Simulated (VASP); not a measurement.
# As (I4_1/amd) in VASP: a series of runs, part 2 of 2

VASP 6.6.1. The steps go on from the part before.

## 5. Single point, PBE

This run uses another cell than the first one, of 14.51 Å³/atom, 0.684 times its volume.

Contents of INCAR:

```
PREC     = Accurate       # precision mode
ENCUT    = 520            # plane-wave cutoff, eV
EDIFF    = 1E-6           # SCF threshold, eV
ISMEAR   = 0              # smearing method
SIGMA    = 0.1            # smearing width, eV
LREAL    = F              # projectors in reciprocal space
LASPH    = T              # aspherical terms in the spheres
NELM     = 60             # most SCF steps
ALGO     = Normal         # electronic algorithm
ISIF     = 2              # what is computed and relaxed
LWAVE    = F              # write WAVECAR
LCHARG   = F              # write CHGCAR
GGA      = PE             # functional
NBANDS   = 24             # bands
```

Contents of KPOINTS:

```
Automatic mesh
0
Gamma
  6 6 6
```

Contents of POSCAR:

```
As
1.0
   -3.1560335100      3.1560335100      2.1853653900
    3.1560335100     -3.1560335100      2.1853653900
    3.1560335100      3.1560335100     -2.1853653900
As
6
Direct
    0.0000000000      0.0000000000      0.0000000000
    0.7500000000      0.2500000000      0.5000000000
    0.3750000000      0.6250000000      0.7500000000
    0.3750000000      0.1250000000      0.7500000000
    0.3750000000      0.6250000000      0.2500000000
    0.8750000000      0.6250000000      0.2500000000
```

Potentials or basis: VASP PAW PBE potentials, release 64 (As).

Started as:

```sh
cat potpaw_PBE.64/As/POTCAR > POTCAR
mpirun -np 1 vasp_std > vasp.out
```

OUTCAR:

```text
PREC = Accurate
   ENCUT = 520
   EDIFF = 1E-6
   ISMEAR = 0
   LREAL = F
   LASPH = T
   NELM = 60
   ISIF = 2
   GGA = PE

 ion  position               nearest neighbor table
   1  0.000  0.000  0.000-   4 2.28   6 2.28   5 2.28   3 2.28
   2  0.750  0.250  0.500-   4 2.28   6 2.28   3 2.28   5 2.28
   3  0.375  0.625  0.750-   1 2.28   2 2.28   5 2.48   5 2.48   4 2.48   4 2.48
   4  0.375  0.125  0.750-   1 2.28   2 2.28   3 2.48   6 2.48   3 2.48   6 2.48
   5  0.375  0.625  0.250-   2 2.28   1 2.28   6 2.48   3 2.48   3 2.48   6 2.48
   6  0.875  0.625  0.250-   1 2.28   2 2.28   4 2.48   5 2.48   5 2.48   4 2.48

  LATTYP: Found a body centered tetragonal cell.
 ALAT       =     6.3120670200
 C/A-ratio  =     0.6924404900

  Lattice vectors:

 A1 = (  -3.1560335100,   3.1560335100,   2.1853653900)
 A2 = (   3.1560335100,  -3.1560335100,   2.1853653900)
 A3 = (   3.1560335100,   3.1560335100,  -2.1853653900)

Analysis of symmetry for initial positions (statically):
=====================================================================
 Subroutine PRICEL returns:
 Original cell was already a primitive cell.

 Routine SETGRP: Setting up the symmetry group for a
 body centered tetragonal supercell.

 Subroutine GETGRP returns: Found 16 space group operations
 (whereof  8 operations were pure point group operations)
 out of a pool of 16 trial point group operations.

The static configuration has the point symmetry D_2d.
 The point group associated with its full space group is D_4h.

Analysis of symmetry for dynamics (positions and initial velocities):
=====================================================================
 Subroutine PRICEL returns:
 Original cell was already a primitive cell.

 Routine SETGRP: Setting up the symmetry group for a
 body centered tetragonal supercell.

 Subroutine GETGRP returns: Found 16 space group operations
[... 134 lines left out ...]
  Fermi-wavevector in a.u.,A,eV,Ry     =   1.147694  2.168827 17.921619  1.317202
  Thomas-Fermi vector in A             =   2.284373
   LORBIT       =      0    0 simple, 1 ext, 2 COOP (PROOUT), +10 PAW based schemes
   GGA     = PE    functional components
   LHFCALC =     F    Hartree Fock is set to
   AEXX    =    0.0000 exact exchange contribution
   IVDW    =     0    specifies the selected vdW correction
   LEPSILON=     F    determine dielectric tensor
   LRPA    =     F    only Hartree local field effects (RPA)
 non-spin polarized calculation
 Gauss-broadening in eV      SIGMA  =   0.10
  energy-cutoff  :      520.00
  volume of cell :       87.07
 maximum number of plane-waves:      2360
 NGX is ok and might be reduce to    40
   NGX = 19   NGY = 19   NGZ = 19

 number of electron      30.0000001 magnetization

 Free energy of the ion-electron system (eV)
  ---------------------------------------------------
  ext. energy  EPLUGINS =         0.00000000
  ---------------------------------------------------
  free energy    TOTEN  =       -20.20142778 eV

  energy without entropy =      -20.19603984  energy(sigma->0) =      -20.19873381

 E-fermi :  10.2003     XC(G=0): -11.7987

 val. band max:       10.1055720437   @ k =  -0.3333  -0.3333   0.1667
 cond. band min:      10.2058230014   @ k =  -0.1667  -0.3333   0.1667
 fundamental gap:      0.1002509576
 Fermi energy:        10.2002559258

 k-point     1 :       0.0000    0.0000    0.0000
  band No.  band energies     occupation
      1      -8.6397      2.00000
      2      -3.0610      2.00000
      3      -2.0956      2.00000
      4      -2.0956      2.00000
      5       0.9408      2.00000
      6       1.8857      2.00000
[... 637 lines left out ...]
     23      15.0854      0.00000
     24      15.5778      0.00000

 [... further k-points ...]

------------------------ aborting loop because EDIFF is reached ----------------------------------------

  FORCE on cell =-STRESS in cart. coord.  units (eV):
  Direction    XX          YY          ZZ          XY          YZ          ZX
  --------------------------------------------------------------------------------------
  -------------------------------------------------------------------------------------
  Total       30.3983438     30.3983438     48.9882869      0.0000000     -0.0000000      0.0000000
  in kB      559.3623628    559.3623628    901.4373973      0.0000000     -0.0000000      0.0000000
  external PRESSURE =     673.3873743 kB  Pullay stress =       0.0000000 kB

 VOLUME and BASIS-vectors are now :
 -----------------------------------------------------------------------------
  energy-cutoff  :      520.00
  volume of cell :       87.07
      direct lattice vectors                 reciprocal lattice vectors
    -3.156033510  3.156033510  2.185365390     0.000000000  0.158426708  0.228794691
     3.156033510 -3.156033510  2.185365390     0.158426708  0.000000000  0.228794691
     3.156033510  3.156033510 -2.185365390     0.158426708  0.158426708  0.000000000

 POSITION                                       TOTAL-FORCE (eV/Angst)
 -----------------------------------------------------------------------------------
      0.00000      0.00000      0.00000         0.000000      0.000000      0.000000
      0.00000      3.15603      1.09268        -0.000000      0.000000     -0.000000
      3.15603      1.57802      0.54634         0.000000     -0.000000      0.000000
      1.57802      3.15603     -0.54634         0.000000     -0.000000      0.000000
      1.57802     -0.00000      1.63902         0.000000     -0.000000      0.000000
      0.00000      1.57802      2.73171         0.000000     -0.000000      0.000000
 -----------------------------------------------------------------------------------
    total drift:                               -0.000000     -0.000000      0.000000

  FREE ENERGIE OF THE ION-ELECTRON SYSTEM (eV)
  ---------------------------------------------------
  free  energy   TOTEN  =       -20.2014277834 eV

  energy  without entropy=      -20.1960398415  energy(sigma->0) =      -20.19873381
```

stdout:

```text
POSCAR found type information on POSCAR As
 POSCAR found :  1 types and       6 ions
 scaLAPACK will be used
 LDA part: xc-table for (Slater+PW92), standard interpolation
 POSCAR, INCAR and KPOINTS ok, starting setup
 FFT: planning ... GRIDC
 FFT: planning ... GRID_SOFT
 FFT: planning ... GRID
 WAVECAR not read
 entering main loop
```

Run time: 2.1 min. Hardware: 1 thread of AMD EPYC 7R43 (Zen 3), shared host; peak memory 0.2 GiB.

Results:

| Item | Value |
| --- | --- |
| Free energy | -20.2014 eV |
| Pressure | 67.3 GPa |
| Band gap on the k mesh | zero (band 15 reaches 10.89 eV, above the bottom of band 16 at 8.69 eV) |

## 6. Overview

```tsv
task	cell	k mesh	cutoff (eV)	gap on the mesh (eV)	pressure (GPa)
single point	a = 5.583 Å, angles 102.7, 102.7, 124.1°, 6 atoms	10 × 10 × 10	520	none	0.1
relaxation of cell and atoms	relaxed from a = 5.571 Å, angles 102.8, 102.8, 123.8°, 6 atoms	10 × 10 × 10	600	none	0.0
single point	a = 5.571 Å, angles 102.8, 102.8, 123.8°, 6 atoms	6 × 6 × 6	520	none	0.2
single point	a = 4.970 Å, angles 101.1, 101.1, 127.8°, 6 atoms	6 × 6 × 6	520	none	67.3
```

Alike in all rows: level PBE; potentials or basis VASP PAW PBE potentials, release 64 (As); no spin polarisation; smearing gaussian 0.1 eV.

Total energies depend on the potentials used, so only differences within one code and one set of settings carry meaning.
